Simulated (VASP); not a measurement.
# Be in VASP: a series of runs, part 2 of 2

VASP 6.6.1. The steps go on from the part before.

### 3 Single point, PBE

This run uses another cell than the first one.

The input, INCAR:

```
SYSTEM = Be
PREC = Accurate ; ENCUT = 520
EDIFF = 1E-6 ; ISMEAR = 0
SIGMA = 0.1 ; LREAL = .False.
LASPH = .True. ; NELM = 80
ALGO = Normal ; ISIF = 2
LWAVE = .False. ; LCHARG = .False.
LDIPOL = .True. ; IDIPOL = 3
DIPOL = 0.5 0.5 0.271 ; GGA = PE
NBANDS = 10
```

The input, KPOINTS:

```
Automatic mesh
0
Gamma
  8 8 1
  0 0 0
```

The input, POSCAR:

```
Be
1.0
    2.0180939546      0.0000000000      0.0000000000
    0.0000000000      2.0180939546      0.0000000000
    0.0000000000      0.0000000000     31.4207029180
Be
3
Direct
    0.5000000000      0.5000000000      0.3518732389
    0.5000000000      0.5000000000      0.1891713088
    0.5000000000      0.5000000000      0.2705222738
```

Potentials or basis: VASP PAW PBE potentials, release 64 (Be).

The run is started by

```
> cat potpaw_PBE.64/Be/POTCAR > POTCAR
> mpirun -np 1 vasp_std > vasp.out
```

OUTCAR:

```text
SYSTEM = Be
   PREC = Accurate
   ENCUT = 520
   EDIFF = 1E-6
   ISMEAR = 0
   LREAL = .False.
   LASPH = .True.
   NELM = 80
   ISIF = 2
   GGA = PE

 ion  position               nearest neighbor table
   1  0.500  0.500  0.352-
   2  0.500  0.500  0.189-
   3  0.500  0.500  0.271-

  LATTYP: Found a simple tetragonal cell.
 ALAT       =     2.0180939546
 C/A-ratio  =    15.5694945948

  Lattice vectors:

 A1 = (   2.0180939546,   0.0000000000,   0.0000000000)
 A2 = (   0.0000000000,   2.0180939546,   0.0000000000)
 A3 = (   0.0000000000,   0.0000000000,  31.4207029180)

Analysis of symmetry for initial positions (statically):
=====================================================================
 Subroutine PRICEL returns:
 Original cell was already a primitive cell.

 Routine SETGRP: Setting up the symmetry group for a
 simple tetragonal supercell.

 Subroutine GETGRP returns: Found 16 space group operations
 (whereof  8 operations were pure point group operations)
 out of a pool of 16 trial point group operations.

The static configuration has the point symmetry C_4v.
 The point group associated with its full space group is D_4h.

Analysis of symmetry for dynamics (positions and initial velocities):
=====================================================================
 Subroutine PRICEL returns:
 Original cell was already a primitive cell.

 Routine SETGRP: Setting up the symmetry group for a
 simple tetragonal supercell.

 Subroutine GETGRP returns: Found 16 space group operations
 (whereof  8 operations were pure point group operations)
 out of a pool of 16 trial point group operations.

The dynamic configuration has the point symmetry C_4v.
 The point group associated with its full space group is D_4h.

 Subroutine INISYM returns: Found 16 space group operations
 (whereof  8 operations are pure point group operations),
 and found     1 'primitive' translations

----------------------------------------------------------------------------------------

                                     Primitive cell

  volume of cell :     127.9672

  direct lattice vectors                    reciprocal lattice vectors
     2.018093955  0.000000000  0.000000000     0.495517068  0.000000000  0.000000000
     0.000000000  2.018093955  0.000000000     0.000000000  0.495517068  0.000000000
     0.000000000  0.000000000 31.420702918     0.000000000  0.000000000  0.031826150

  length of vectors
     2.018093955  2.018093955 31.420702918     0.495517068  0.495517068  0.031826150

  position of ions in fractional coordinates (direct lattice)
     0.500000000  0.500000000  0.351873239
     0.500000000  0.500000000  0.189171309
     0.500000000  0.500000000  0.270522274

  ion indices of the primitive-cell ions
   primitive index   ion index
                 1           1
                 2           2
                 3           3

----------------------------------------------------------------------------------------

 KPOINTS: Automatic mesh

Automatic generation of k-mesh.
 Grid dimensions read from file:
 generate k-points for:    8    8    1
[... 38 lines left out ...]
   total plane-waves  NPLWV =  61440
   dimension x,y,z NGX =    16 NGY =   16 NGZ =  240
   dimension x,y,z NGXF=    32 NGYF=   32 NGZF=  480
   ions per type =               3
   NGX,Y,Z   is equivalent  to a cutoff of  13.18, 13.18, 12.70 a.u.
   NGXF,Y,Z  is equivalent  to a cutoff of  26.36, 26.36, 25.40 a.u.
 SYSTEM =  Be
   PREC   = accura    normal or accurate (medium, high low for compatibility)
   ISTART =      0    job   : 0-new  1-cont  2-samecut
   ICHARG =      2    charge: 1-file 2-atom 10-const
   ISPIN  =      1    spin polarized calculation?
   LNONCOLLINEAR =      F non collinear calculations
   LSORBIT =      F    spin-orbit coupling
   LASPH  =      T    aspherical Exc in radial PAW
   ENCUT  =  520.0 eV  38.22 Ry    6.18 a.u.   3.75  3.75 58.42*2*pi/ulx,y,z
   NELM   =     80;   NELMIN=  2; NELMDL= -5     # of ELM steps
   EDIFF  = 0.1E-05   stopping-criterion for ELM
   LREAL  =      F    real-space projection
   EDIFFG = 0.1E-04   stopping-criterion for IOM
   NSW    =      0    number of steps for IOM
   IBRION =     -1    ionic relax: 0-MD 1-quasi-New 2-CG
   NFREE  =      0    steps in history (QN), initial steepest desc. (CG)
   ISIF   =      2    stress and relaxation
   ISYM   =      2    0-nonsym 1-usesym 2-fastsym
   POTIM  = 0.5000    time-step for ionic-motion
   TEBEG  =    0.0;   TEEND  =   0.0 temperature during run
   PSTRESS=    0.0 pullay stress
   NELECT =       6.0000    total number of electrons
   NUPDOWN=      -1.0000    fix difference up-down
   EMIN   =  10.00;   EMAX   =-10.00  energy-range for DOS
   EFERMI =   0.00;   METHOD = LEGACY
   ISMEAR =     0;   SIGMA  =   0.10  broadening in eV -4-tet -1-fermi 0-gaus
   EFERMI_NEDOS =   21; number of points for ismear=-14 and -15
   IALGO  =     38    algorithm
   IMIX   =      4    mixing-type and parameters
     AMIX     =   0.40;   BMIX     =  1.00
     AMIX_MAG =   1.60;   BMIX_MAG =  1.00
  volume/ion in A,a.u.               =      42.66       287.86
  Fermi-wavevector in a.u.,A,eV,Ry     =   0.590327  1.115556  4.741433  0.348486
  Thomas-Fermi vector in A             =   1.638325
   LORBIT       =      0    0 simple, 1 ext, 2 COOP (PROOUT), +10 PAW based schemes
   GGA     = PE    functional components
   LHFCALC =     F    Hartree Fock is set to
   AEXX    =    0.0000 exact exchange contribution
   IVDW    =     0    specifies the selected vdW correction
   LEPSILON=     F    determine dielectric tensor
   LRPA    =     F    only Hartree local field effects (RPA)
 non-spin polarized calculation
 Gauss-broadening in eV      SIGMA  =   0.10
  energy-cutoff  :      520.00
  volume of cell :      127.97
 maximum number of plane-waves:      3505
 NGX is ok and might be reduce to    16
   NGX =  7   NGY =  7   NGZ =117

 dipolmoment           0.000000      0.000000      0.000012 electrons x Angstroem

 number of electron       6.0000000 magnetization

 dipolmoment           0.000000      0.000000     -0.000000 electrons x Angstroem

 Free energy of the ion-electron system (eV)
  ---------------------------------------------------
  ext. energy  EPLUGINS =         0.00000000
  ---------------------------------------------------
  free energy    TOTEN  =        -8.37475901 eV

  energy without entropy =       -8.37188219  energy(sigma->0) =       -8.37332060

 E-fermi :  -2.1424     XC(G=0):  -2.8418

 val. band max:       -2.3514415401   @ k =   0.3750   0.3750   0.0000
 cond. band min:      -2.0949334106   @ k =   0.1250   0.0000   0.0000
 fundamental gap:      0.2565081295
 Fermi energy:        -2.1424014650

 k-point     1 :       0.0000    0.0000    0.0000
  band No.  band energies     occupation
      1     -11.3225      2.00000
      2      -9.9917      2.00000
      3      -7.9259      2.00000
      4      -5.7995      2.00000
      5      -2.5686      2.00000
      6       0.6084      0.00000
      7       1.9002      0.00000
      8       2.2469      0.00000
      9       2.3113      0.00000
     10       2.8959      0.00000
[... 170 lines left out ...]
 k-point    15 :       0.5000    0.5000    0.0000
  band No.  band energies     occupation
      1       0.3869      0.00000
      2       0.3869      0.00000
      3       1.3676      0.00000
      4       1.3676      0.00000
      5       2.0629      0.00000
      6       2.0629      0.00000
      7       6.5636      0.00000
      8       6.6432      0.00000
      9       7.6371      0.00000
     10       7.9618      0.00000

------------------------ aborting loop because EDIFF is reached ----------------------------------------

 vacuum level on the upper side and lower side of the slab       (xc-potential included)        -0.026        -0.025

  FORCE on cell =-STRESS in cart. coord.  units (eV):
  Direction    XX          YY          ZZ          XY          YZ          ZX
  --------------------------------------------------------------------------------------
  -------------------------------------------------------------------------------------
  Total        0.0326280      0.0326280     -0.0122675      0.0000000      0.0000000      0.0000000
  in kB        0.4085094      0.4085094     -0.1535920      0.0000000      0.0000000      0.0000000
  external PRESSURE =       0.2211423 kB  Pullay stress =       0.0000000 kB

 VOLUME and BASIS-vectors are now :
 -----------------------------------------------------------------------------
  energy-cutoff  :      520.00
  volume of cell :      127.97
      direct lattice vectors                 reciprocal lattice vectors
     2.018093955  0.000000000  0.000000000     0.495517068  0.000000000  0.000000000
     0.000000000  2.018093955  0.000000000     0.000000000  0.495517068  0.000000000
     0.000000000  0.000000000 31.420702918     0.000000000  0.000000000  0.031826150

 POSITION                                       TOTAL-FORCE (eV/Angst)
 -----------------------------------------------------------------------------------
      1.00905      1.00905     11.05610        -0.000000     -0.000000     -0.002229
      1.00905      1.00905      5.94390         0.000000     -0.000000      0.002229
      1.00905      1.00905      8.50000         0.000000      0.000000      0.000000
 -----------------------------------------------------------------------------------
    total drift:                               -0.000000     -0.000000     -0.000002

  FREE ENERGIE OF THE ION-ELECTRON SYSTEM (eV)
  ---------------------------------------------------
  free  energy   TOTEN  =        -8.3747590088 eV

  energy  without entropy=       -8.3718821887  energy(sigma->0) =       -8.37332060

 vacuum level on the upper side and lower side of the slab         2.178         2.177
```

stdout:

```text
POSCAR found type information on POSCAR Be
 POSCAR found :  1 types and       3 ions
 scaLAPACK will be used
 LDA part: xc-table for (Slater+PW92), standard interpolation
 POSCAR, INCAR and KPOINTS ok, starting setup
 FFT: planning ... GRIDC
 FFT: planning ... GRID_SOFT
 FFT: planning ... GRID
 WAVECAR not read
 entering main loop
```

It took 23 s on 1 thread of Intel Xeon Platinum 8488C (Sapphire Rapids), shared host; peak memory 0.22 GiB.

Results:

```
Free energy            : -8.3748 eV
Band gap on the k mesh : zero (bands 3 and 4 overlap by 7.17 eV)
```

Forces in eV/Å, atoms in the order of the input:
```
Be   0.000  0.000 -0.002
Be   0.000  0.000  0.002
Be   0.000  0.000  0.000
```

Caveat: the k points lie up to 0.39 Å⁻¹ apart, too coarse for converged energies and pressures of a metal.
